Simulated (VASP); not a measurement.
# CsCl (Pm-3m) in VASP: further runs

Runs on CsCl. Level: PBE. Tasks: single point.

Everything below comes from runs of VASP 6.6.1. Logs are shortened: lines on timing, memory, paths and dates and some standing lists are left out, and cuts for length are marked.

### 1 The cell of the first run

It takes space group Pm-3m (No. 221, cubic). The conventional cell has a = 4.119 Å, b = 4.119 Å, c = 4.119 Å, α = 90.00°, β = 90.00°, γ = 90.00°. Cs (site symmetry m-3m) has 8 Cl at 3.57 Å and 6 Cs at 4.12 Å within 4.7 Å. Within 4.7 Å of Cl (site symmetry m-3m) lie 8 Cs at 3.57 Å and 6 Cl at 4.12 Å.

### 2 Single point, PBE (volume changed by -6%)

File INCAR:

```
  PREC = Accurate
  ENCUT = 500
  EDIFF = 1E-6
  ISMEAR = 0
  SIGMA = 0.01
  LREAL = F
  LASPH = T
  NELM = 120
  ALGO = Normal
  ISIF = 2
  LWAVE = F
  LCHARG = F
  GGA = PE
  NBANDS = 15
  GGA_COMPAT = F
```

File KPOINTS:

```
Automatic mesh
0
Gamma
  6 6 6
```

File POSCAR:

```
CsCl
1.0
    4.1193993957      0.0000000000      0.0000000000
    0.0000000000      4.1193993957      0.0000000000
    0.0000000000      0.0000000000      4.1193993957
Cs Cl
1 1
Direct
    0.0000000000      0.0000000000      0.0000000000
    0.5000000000      0.5000000000      0.5000000000
```

Potentials or basis: VASP PAW PBE potentials, release 64 (Cs_sv, Cl).

The run is started by

```
> cat potpaw_PBE.64/Cs_sv/POTCAR potpaw_PBE.64/Cl/POTCAR > POTCAR
> mpirun -np 1 vasp_std > vasp.out
```

OUTCAR:

```text
PREC = Accurate
   ENCUT = 500
   EDIFF = 1E-6
   ISMEAR = 0
   LREAL = F
   LASPH = T
   NELM = 120
   ISIF = 2
   GGA = PE

 ion  position               nearest neighbor table
   1  0.000  0.000  0.000-
   2  0.500  0.500  0.500-

  LATTYP: Found a simple cubic cell.
 ALAT       =     4.1193993957

  Lattice vectors:

 A1 = (   4.1193993957,   0.0000000000,   0.0000000000)
 A2 = (   0.0000000000,   4.1193993957,   0.0000000000)
 A3 = (   0.0000000000,   0.0000000000,   4.1193993957)

Analysis of symmetry for initial positions (statically):
=====================================================================
 Subroutine PRICEL returns:
 Original cell was already a primitive cell.

 Routine SETGRP: Setting up the symmetry group for a
 simple cubic supercell.

 Subroutine GETGRP returns: Found 48 space group operations
[... 9 lines left out ...]

 Routine SETGRP: Setting up the symmetry group for a
 simple cubic supercell.

 Subroutine GETGRP returns: Found 48 space group operations
[... 11 lines left out ...]
                                     Primitive cell

  volume of cell :      69.9039

  direct lattice vectors                    reciprocal lattice vectors
     4.119399396  0.000000000  0.000000000     0.242753835  0.000000000  0.000000000
     0.000000000  4.119399396  0.000000000     0.000000000  0.242753835  0.000000000
     0.000000000  0.000000000  4.119399396     0.000000000  0.000000000  0.242753835

  length of vectors
     4.119399396  4.119399396  4.119399396     0.242753835  0.242753835  0.242753835

  position of ions in fractional coordinates (direct lattice)
     0.000000000  0.000000000  0.000000000
     0.500000000  0.500000000  0.500000000

  ion indices of the primitive-cell ions
   primitive index   ion index
                 1           1
                 2           2

----------------------------------------------------------------------------------------

 KPOINTS: Automatic mesh

Automatic generation of k-mesh.
 Grid dimensions read from file:
 generate k-points for:    6    6    6

 Generating k-lattice:

  Cartesian coordinates                     Fractional coordinates (reciprocal lattice)
     0.040458972  0.000000000  0.000000000     0.166666667  0.000000000  0.000000000
     0.000000000  0.040458972  0.000000000     0.000000000  0.166666667  0.000000000
     0.000000000  0.000000000  0.040458972     0.000000000  0.000000000  0.166666667

  Length of vectors
[... 56 lines left out ...]
   ISIF   =      2    stress and relaxation
   ISYM   =      2    0-nonsym 1-usesym 2-fastsym
   POTIM  = 0.5000    time-step for ionic-motion
   TEBEG  =    0.0;   TEEND  =   0.0 temperature during run
   PSTRESS=    0.0 pullay stress
   NELECT =      16.0000    total number of electrons
   NUPDOWN=      -1.0000    fix difference up-down
   EMIN   =  10.00;   EMAX   =-10.00  energy-range for DOS
   EFERMI =   0.00;   METHOD = LEGACY
   ISMEAR =     0;   SIGMA  =   0.01  broadening in eV -4-tet -1-fermi 0-gaus
   EFERMI_NEDOS =   21; number of points for ismear=-14 and -15
   IALGO  =     38    algorithm
   IMIX   =      4    mixing-type and parameters
     AMIX     =   0.40;   BMIX     =  1.00
     AMIX_MAG =   1.60;   BMIX_MAG =  1.00
  volume/ion in A,a.u.               =      34.95       235.87
  Fermi-wavevector in a.u.,A,eV,Ry     =   1.001415  1.892401 13.644368  1.002833
  Thomas-Fermi vector in A             =   2.133836
   LORBIT       =      0    0 simple, 1 ext, 2 COOP (PROOUT), +10 PAW based schemes
   GGA     = PE    functional components
   LHFCALC =     F    Hartree Fock is set to
   AEXX    =    0.0000 exact exchange contribution
   IVDW    =     0    specifies the selected vdW correction
   LEPSILON=     F    determine dielectric tensor
   LRPA    =     F    only Hartree local field effects (RPA)
 non-spin polarized calculation
 Gauss-broadening in eV      SIGMA  =   0.01
  energy-cutoff  :      500.00
  volume of cell :       69.90
 maximum number of plane-waves:      1800
   NGX = 15   NGY = 15   NGZ = 15

 number of electron      16.0000002 magnetization

 Free energy of the ion-electron system (eV)
  ---------------------------------------------------
  ext. energy  EPLUGINS =         0.00000000
  ---------------------------------------------------
  free energy    TOTEN  =        -6.52566453 eV

  energy without entropy =       -6.52566453  energy(sigma->0) =       -6.52566453

 E-fermi :  -0.1766     XC(G=0):  -8.2691

 val. band max:       -0.3025169619   @ k =   0.0000   0.0000   0.0000
 cond. band min:       4.9700422832   @ k =   0.0000   0.0000   0.0000
 fundamental gap:      5.2725592451
 Fermi energy:        -0.1766234917

 k-point     1 :       0.0000    0.0000    0.0000
  band No.  band energies     occupation
      1     -19.6812      2.00000
      2     -12.4841      2.00000
      3      -6.1664      2.00000
      4      -6.1664      2.00000
      5      -6.1664      2.00000
      6      -0.3025      2.00000
      7      -0.3025      2.00000
      8      -0.3025      2.00000
      9       4.9700      0.00000
     10       5.0896      0.00000
     11       5.0896      0.00000
     12       9.7346      0.00000
     13       9.7346      0.00000
     14       9.7346      0.00000
[... 329 lines left out ...]
      2     -12.3165      2.00000
      3      -6.7014      2.00000
      4      -6.7014      2.00000
      5      -6.7014      2.00000
      6      -1.4052      2.00000
      7      -1.4052      2.00000
      8      -1.4052      2.00000
      9       8.2037      0.00000
     10       8.2037      0.00000
     11       8.2037      0.00000
     12      10.2412      0.00000
     13      10.2412      0.00000
     14      10.2412      0.00000
     15      12.1632      0.00000

------------------------ aborting loop because EDIFF is reached ----------------------------------------

  FORCE on cell =-STRESS in cart. coord.  units (eV):
  Direction    XX          YY          ZZ          XY          YZ          ZX
  --------------------------------------------------------------------------------------
  -------------------------------------------------------------------------------------
  Total        0.4681500      0.4681500      0.4681500     -0.0000000      0.0000000      0.0000000
  in kB       10.7298571     10.7298571     10.7298571     -0.0000000      0.0000000      0.0000000
  external PRESSURE =      10.7298571 kB  Pullay stress =       0.0000000 kB

 VOLUME and BASIS-vectors are now :
 -----------------------------------------------------------------------------
  energy-cutoff  :      500.00
  volume of cell :       69.90
      direct lattice vectors                 reciprocal lattice vectors
     4.119399396  0.000000000  0.000000000     0.242753835  0.000000000  0.000000000
     0.000000000  4.119399396  0.000000000     0.000000000  0.242753835  0.000000000
     0.000000000  0.000000000  4.119399396     0.000000000  0.000000000  0.242753835

 POSITION                                       TOTAL-FORCE (eV/Angst)
 -----------------------------------------------------------------------------------
      0.00000      0.00000      0.00000         0.000000      0.000000      0.000000
      2.05970      2.05970      2.05970         0.000000      0.000000      0.000000
 -----------------------------------------------------------------------------------
    total drift:                                0.000000      0.000000      0.000000

  FREE ENERGIE OF THE ION-ELECTRON SYSTEM (eV)
  ---------------------------------------------------
  free  energy   TOTEN  =        -6.5256645280 eV

  energy  without entropy=       -6.5256645280  energy(sigma->0) =       -6.52566453
```

It took 6.4 s on 1 thread of Intel Xeon 6975P-C (Granite Rapids), shared host; peak memory 0.17 GiB.

What came out:

* Free energy: -6.5257 eV
* Pressure: 1.1 GPa
* Band gap on the k mesh: 5.27 eV, direct

Caveat: the cell differs from its parent crystal (volume changed by -6%); spin-orbit coupling is left out, which moves the levels of the heavy elements. A k mesh can miss the band edges.

### 3 Single point, PBE

This run uses another cell than the first one, of 35.50 Å³/atom, 1.016 times its volume.

File INCAR:

```
SYSTEM = CsCl
PREC = Accurate
ENCUT = 500
EDIFF = 1E-6
ISMEAR = 0
SIGMA = 0.01
LREAL = .FALSE.
LASPH = .TRUE.
NELM = 120
ALGO = Normal
ISIF = 2
LWAVE = .FALSE.
LCHARG = .FALSE.
GGA = PE
NBANDS = 15
GGA_COMPAT = .FALSE.
```

File KPOINTS:

```
regular mesh
0
G
  6 6 6
  0 0 0
```

File POSCAR:

```
CsCl
1.0
    4.1406758860      0.0000000000      0.0000000000
    0.0000000000      4.1406758860      0.0000000000
    0.0000000000      0.0000000000      4.1406758860
Cs Cl
1 1
Direct
    0.0000000000      0.0000000000      0.0000000000
    0.5000000000      0.5000000000      0.5000000000
```

Potentials or basis: VASP PAW PBE potentials, release 64 (Cs_sv, Cl).

The run is started by

```
> cat potpaw_PBE.64/Cs_sv/POTCAR potpaw_PBE.64/Cl/POTCAR > POTCAR
> mpirun -np 1 vasp_std > vasp.out
```

Run time: 6.5 s. Hardware: 1 thread of Intel Xeon 6975P-C (Granite Rapids), shared host; peak memory 0.17 GiB.

Results (log left out):

```
Free energy            : -6.5322 eV
Pressure               : 0.8 GPa
Band gap on the k mesh : 5.20 eV, direct
```

Levels at points of the mesh, in eV from the valence-band top:
```
           k point  band 6  band 7  band 8  band 9  band 10  band 11
(0.00, 0.00, 0.00)    0.00    0.00    0.00    5.20     5.41     5.41
(0.50, 0.00, 0.00)   -1.14   -0.23   -0.23    6.41     7.55     8.80
(0.50, 0.50, 0.00)   -0.42   -0.42   -0.05    5.94     6.01     7.97
(0.50, 0.50, 0.50)   -1.06   -1.06   -1.06    8.44     8.44     8.44
```

Caveat: spin-orbit coupling is left out, which moves the levels of the heavy elements. A k mesh can miss the band edges.

### 4 Single point, PBE (volume changed by -3%)

File INCAR:

```
SYSTEM = CsCl
ALGO = Normal
EDIFF = 1E-6
ENCUT = 500
GGA = PE
GGA_COMPAT = .False.
ISIF = 2
ISMEAR = 0
LASPH = .True.
LCHARG = .False.
LREAL = .False.
LWAVE = .False.
NBANDS = 15
NELM = 120
PREC = Accurate
SIGMA = 0.01
```

File KPOINTS:

```
k-points
0
Gamma
  6 6 6
  0 0 0
```

File POSCAR:

```
CsCl
1.0
    4.1627646814      0.0000000000      0.0000000000
    0.0000000000      4.1627646814      0.0000000000
    0.0000000000      0.0000000000      4.1627646814
Cs Cl
1 1
Direct
    0.0000000000      0.0000000000      0.0000000000
    0.5000000000      0.5000000000      0.5000000000
```

The run is started by

```
> cat potpaw_PBE.64/Cs_sv/POTCAR potpaw_PBE.64/Cl/POTCAR > POTCAR
> mpirun -np 1 vasp_std > vasp.out
```

It took 6.6 s on 1 thread of Intel Xeon 6975P-C (Granite Rapids), shared host; peak memory 0.17 GiB.

The run converged. Its results:

```yaml
Free_energy: -6.5371 eV
Pressure: 0.5 GPa
Band_gap_on_the_k_mesh: 5.13 eV, direct
```

Levels at points of the mesh, in eV from the valence-band top:
```csv
k point,band 5,band 6,band 7,band 8,band 9,band 10,band 11,band 12
"(0.00, 0.00, 0.00)",-5.93,0.00,0.00,0.00,5.13,5.42,5.42,9.92
"(0.50, 0.00, 0.00)",-5.80,-1.11,-0.21,-0.21,6.40,7.47,8.70,9.27
"(0.50, 0.50, 0.00)",-5.72,-0.42,-0.42,-0.04,5.92,6.00,7.94,7.94
"(0.50, 0.50, 0.50)",-6.43,-1.03,-1.03,-1.03,8.37,8.37,8.37,10.36
```

Caveat: the cell differs from its parent crystal (volume changed by -3%); spin-orbit coupling is left out, which moves the levels of the heavy elements. A k mesh can miss the band edges.

(Continued in part 2 of 2.)
